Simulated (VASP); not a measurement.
# TaOs3 (Pm-3m) in VASP: notebook, part 2 of 2

VASP 6.6.1. Earlier steps stand in the parts before.

### Step 3. Relaxation of volume and atoms at fixed shape, LDA

This run uses another cell than the first one, of 15.00 Å³/atom.

INCAR

```
SYSTEM = TaOs3
  ALGO = Normal
  EDIFF = 1E-7
  EDIFFG = -0.03
  ENCUT = 560
  GGA_COMPAT = .FALSE.
  IBRION = 2
  ISIF = 8
  ISMEAR = -1
  LASPH = .TRUE.
  LCHARG = .FALSE.
  LREAL = .FALSE.
  LWAVE = .FALSE.
  NELM = 120
  NELMIN = 4
  NSW = 80
  PREC = Accurate
  SIGMA = 0.1
```

KPOINTS

```
k-points
0
G
  6 6 6
  0 0 0
```

POSCAR

```
TaOs3
1.0
    3.9149720000      0.0000000000      0.0000000000
    0.0000000000      3.9149720000      0.0000000000
    0.0000000000      0.0000000000      3.9149720000
Ta Os
1 3
Direct
    0.0000000000      0.0000000000      0.0000000000
    0.0000000000      0.5000000000      0.5000000000
    0.5000000000      0.0000000000      0.5000000000
    0.5000000000      0.5000000000      0.0000000000
```

Potentials or basis: VASP PAW LDA potentials, release 64 (Ta_sv_GW, Os_sv_GW).

The run is started by

```
> cat potpaw_LDA.64/Ta_sv_GW/POTCAR potpaw_LDA.64/Os_sv_GW/POTCAR > POTCAR
> mpirun -np 1 vasp_std > vasp.out
```

OUTCAR:

```text
SYSTEM = TaOs3
   EDIFF = 1E-7
   EDIFFG = -0.03
   ENCUT = 560
   IBRION = 2
   ISIF = 8
   ISMEAR = -1
   LASPH = .TRUE.
   LREAL = .FALSE.
   NELM = 120
   NELMIN = 4
   NSW = 80
   PREC = Accurate

 ion  position               nearest neighbor table
   1  0.000  0.000  0.000-   2 2.77   3 2.77   4 2.77   2 2.77   3 2.77   2 2.77   4 2.77   2 2.77
                             3 2.77   4 2.77   3 2.77   4 2.77
   2  0.000  0.500  0.500-   1 2.77   3 2.77   4 2.77   1 2.77   4 2.77   1 2.77   3 2.77   1 2.77
                             3 2.77   4 2.77   4 2.77   3 2.77
   3  0.500  0.000  0.500-   1 2.77   2 2.77   4 2.77   1 2.77   4 2.77   2 2.77   4 2.77   4 2.77
                             1 2.77   2 2.77   1 2.77   2 2.77
   4  0.500  0.500  0.000-   1 2.77   2 2.77   3 2.77   2 2.77   3 2.77   1 2.77   3 2.77   3 2.77
                             1 2.77   2 2.77   2 2.77   1 2.77

  LATTYP: Found a simple cubic cell.
 ALAT       =     3.9149720000

  Lattice vectors:

 A1 = (   3.9149720000,   0.0000000000,   0.0000000000)
 A2 = (   0.0000000000,   3.9149720000,   0.0000000000)
 A3 = (   0.0000000000,   0.0000000000,   3.9149720000)

Analysis of symmetry for initial positions (statically):
=====================================================================
 Subroutine PRICEL returns:
 Original cell was already a primitive cell.

 Routine SETGRP: Setting up the symmetry group for a
 simple cubic supercell.

 Subroutine GETGRP returns: Found 48 space group operations
 (whereof 48 operations were pure point group operations)
 out of a pool of 48 trial point group operations.

The static configuration has the point symmetry O_h .

Analysis of symmetry for dynamics (positions and initial velocities):
=====================================================================
 Subroutine PRICEL returns:
 Original cell was already a primitive cell.

 Routine SETGRP: Setting up the symmetry group for a
 simple cubic supercell.

 Subroutine GETGRP returns: Found 48 space group operations
 (whereof 48 operations were pure point group operations)
[... 110 lines left out ...]
   TEBEG  =    0.0;   TEEND  =   0.0 temperature during run
   PSTRESS=    0.0 pullay stress
   NELECT =      61.0000    total number of electrons
   NUPDOWN=      -1.0000    fix difference up-down
   EMIN   =  10.00;   EMAX   =-10.00  energy-range for DOS
   EFERMI =   0.00;   METHOD = LEGACY
   ISMEAR =    -1;   SIGMA  =   0.10  broadening in eV -4-tet -1-fermi 0-gaus
   EFERMI_NEDOS =   21; number of points for ismear=-14 and -15
   IALGO  =     38    algorithm
   IMIX   =      4    mixing-type and parameters
     AMIX     =   0.40;   BMIX     =  1.00
     AMIX_MAG =   1.60;   BMIX_MAG =  1.00
  volume/ion in A,a.u.               =      15.00       101.23
  Fermi-wavevector in a.u.,A,eV,Ry     =   1.646100  3.110677 36.866944  2.709644
  Thomas-Fermi vector in A             =   2.735785
   LORBIT       =      0    0 simple, 1 ext, 2 COOP (PROOUT), +10 PAW based schemes
   GGA     = CA    functional components
   LHFCALC =     F    Hartree Fock is set to
   AEXX    =    0.0000 exact exchange contribution
   IVDW    =     0    specifies the selected vdW correction
   LEPSILON=     F    determine dielectric tensor
   LRPA    =     F    only Hartree local field effects (RPA)
 conjugate gradient relaxation of ions
 non-spin polarized calculation
  energy-cutoff  :      560.00
  volume of cell :       60.00
 maximum number of plane-waves:      1856
   NGX = 15   NGY = 15   NGZ = 15

--------------------------------------- Ionic step        1  -------------------------------------------

 number of electron      60.9999994 magnetization

 Free energy of the ion-electron system (eV)
  ---------------------------------------------------
  ext. energy  EPLUGINS =         0.00000000
  ---------------------------------------------------
  free energy    TOTEN  =       -57.26079455 eV

  energy without entropy =      -57.13478985  energy(sigma->0) =      -57.19779220

------------------------ aborting loop because EDIFF is reached ----------------------------------------

  FORCE on cell =-STRESS in cart. coord.  units (eV):
  Direction    XX          YY          ZZ          XY          YZ          ZX
  --------------------------------------------------------------------------------------
  -------------------------------------------------------------------------------------
  Total       -4.3794312     -4.3794312     -4.3794312     -0.0000000     -0.0000000     -0.0000000
  in kB     -116.9344057   -116.9344057   -116.9344057     -0.0000000     -0.0000000     -0.0000000
  external PRESSURE =    -116.9344057 kB  Pullay stress =       0.0000000 kB
[... 101 lines left out ...]
--------------------------------------- Ionic step        4  -------------------------------------------

 number of electron      60.9999994 magnetization

 Free energy of the ion-electron system (eV)
  ---------------------------------------------------
  ext. energy  EPLUGINS =         0.00000000
  ---------------------------------------------------
  free energy    TOTEN  =       -57.33330157 eV

  energy without entropy =      -57.21385501  energy(sigma->0) =      -57.27357829

 E-fermi :  12.7809     XC(G=0): -14.5583

 val. band max:       12.7775228632   @ k =   0.5000   0.1667   0.0000
 cond. band min:      12.8172125376   @ k =   0.3333   0.1667   0.1667
 fundamental gap:      0.0396896744
 Fermi energy:        12.7808852407

 k-point     1 :       0.0000    0.0000    0.0000
  band No.  band energies     occupation
      1     -72.7645      2.00000
      2     -72.6767      2.00000
      3     -72.6767      2.00000
      4     -54.3750      2.00000
      5     -32.7311      2.00000
      6     -32.7311      2.00000
[... 800 lines left out ...]
  FREE ENERGIE OF THE ION-ELECTRON SYSTEM (eV)
  ---------------------------------------------------
  free  energy   TOTEN  =       -57.3333015741 eV

  energy  without entropy=      -57.2138550118  energy(sigma->0) =      -57.27357829

 reached required accuracy - stopping structural energy minimisation
```

CONTCAR:

```text
TaOs3
   1.00000000000000
     3.8729919197651115    0.0000000000000000    0.0000000000000000
     0.0000000000000000    3.8729919197651115    0.0000000000000000
     0.0000000000000000    0.0000000000000000    3.8729919197651115
  Ta              Os
     1     3
Direct
     0.0000000000000000    0.0000000000000000    0.0000000000000000
     0.0000000000000000    0.5000000000000000    0.5000000000000000
     0.5000000000000000    0.0000000000000000    0.5000000000000000
     0.5000000000000000    0.5000000000000000    0.0000000000000000

  0.00000000E+00  0.00000000E+00  0.00000000E+00
  0.00000000E+00  0.00000000E+00  0.00000000E+00
  0.00000000E+00  0.00000000E+00  0.00000000E+00
  0.00000000E+00  0.00000000E+00  0.00000000E+00
```

It took 2 min on 1 thread of Intel Xeon Platinum 8488C (Sapphire Rapids), shared host; peak memory 0.19 GiB.

Results:

```
Free energy                           : -57.3333 eV
Relaxed volume                        : 14.52 Å³/atom
Relaxed cell                          : a = 3.873 Å, b = 3.873 Å, c = 3.873 Å, α = 90.00°, β = 90.00°, γ = 90.00°
Space group after relaxing (to 0.1 Å) : Pm-3m (No. 221)
Energy gained by relaxing             : 18.1 meV/atom
Ionic steps                           : 4
Pressure after relaxing               : -0.1 GPa
Band gap on the k mesh                : zero (an odd number of electrons rules out a gap without spin polarisation)
```

Step by step:
```csv
step,energy change (eV),largest force (eV/Å),pressure (GPa),volume (Å³)
1,0.0000,0.0000,-11.69,60.00
2,1.2392,0.0000,66.62,50.99
3,-0.0722,0.0000,-0.75,58.19
4,-0.0725,0.0000,-0.13,58.10
```

Final structure:
```
Ta Os
1.0
     3.87299    0.00000    0.00000
     0.00000    3.87299    0.00000
     0.00000    0.00000    3.87299
Ta Os
1 3
Direct
  0.00000 0.00000 0.00000
  0.00000 0.50000 0.50000
  0.50000 0.00000 0.50000
  0.50000 0.50000 0.00000
```

Caveat: spin-orbit coupling is left out, which moves the levels of the heavy elements.

The gap in the log of VASP goes by the Fermi energy; the results here count the filled bands.